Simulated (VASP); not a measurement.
Set up this calculation in VASP 6.6.1, as the native input.

```
Task                   : single point
Functional             : PBE
Potentials or basis    : VASP PAW PBE potentials, release 64 (P)
Cutoff                 : 520 eV
k mesh                 : 8 × 6 × 8
Occupations            : gaussian, width 0.0237 eV
Spin                   : no spin polarisation
Dipole correction      : no
Further INCAR settings : ALGO = Normal; EDIFF = 1e-06; NBANDS = 18
```

The structure of P lies in POSCAR:

```
P
1.0
   -1.6435050700      0.0000000000      5.2135357300
    0.0000000000     -4.3495783800      0.0000000000
    1.6435050700      0.0000000000      5.2135357300
P
4
Direct
    0.0980000000      0.9100000000      0.0980000000
    0.5980000000      0.5900000000      0.5980000000
    0.9020000000      0.0900000000      0.9020000000
    0.4020000000      0.4100000000      0.4020000000
```

The input as run:

INCAR

```
SYSTEM = P
PREC = Accurate
ENCUT = 520
EDIFF = 1E-6
ISMEAR = 0
SIGMA = 0.0237
LREAL = .FALSE.
LASPH = .TRUE.
NELM = 100
ALGO = Normal
ISIF = 2
LWAVE = .FALSE.
LCHARG = .FALSE.
GGA = PE
NBANDS = 18
```

KPOINTS

```
regular mesh
0
G
  8 6 8
  0 0 0
```

Potentials or basis: VASP PAW PBE potentials, release 64 (P).

Command:

```sh
$ cat potpaw_PBE.64/P/POTCAR > POTCAR
$ mpirun -np 1 vasp_std > vasp.out
```

Results of the run:

```yaml
Pressure: 8.0 GPa
Largest_force: 1.141 eV/Å
Band_gap_on_the_k_mesh: 0.15 eV
```

Caveat: the cell stands under pressure; forces of over 1 eV/Å act on the atoms, so gaps and moduli don't describe the material at rest.

Wall time 2.7 min on 1 thread of Intel Xeon 8259CL (shared host), peak memory 0.25 GiB.
